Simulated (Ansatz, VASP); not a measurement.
# Te in VASP and in Ansatz

```
Te
1.0
     4.63249    0.00000    0.00000
    -2.31624    4.01185    0.00000
     0.00000    0.00000    5.88690
Te
3
Direct
  0.25359 0.00000 0.33333
  0.00000 0.25359 0.66667
  0.74641 0.74641 0.00000
```

Alike in both runs: task single point; functional r2SCAN; k mesh 8 × 8 × 6; occupations gaussian, width 0.6 eV; no spin polarisation.

```csv
,VASP,Ansatz
version,VASP 6.6.1,Ansatz 0.2.0
potentials or method,"VASP PAW PBE potentials, release 64 (Te), cutoff 550 eV","plane waves (500 eV) with PAW, scalar-relativistic"
valence electrons in the cell,18,48
```

```csv
,VASP,Ansatz,Ansatz less VASP
pressure (GPa),0.1,0.0,-0.04
"traceless stress, the component that is largest in VASP (GPa)",0.14,0.11,-0.035
```

VASP's potentials were made for PBE, not for r2SCAN. VASP's potentials hold 18 valence electrons a cell and Ansatz's 48, so a difference there can come from the potentials and not from the codes.

Neither program's run includes spin-orbit coupling.
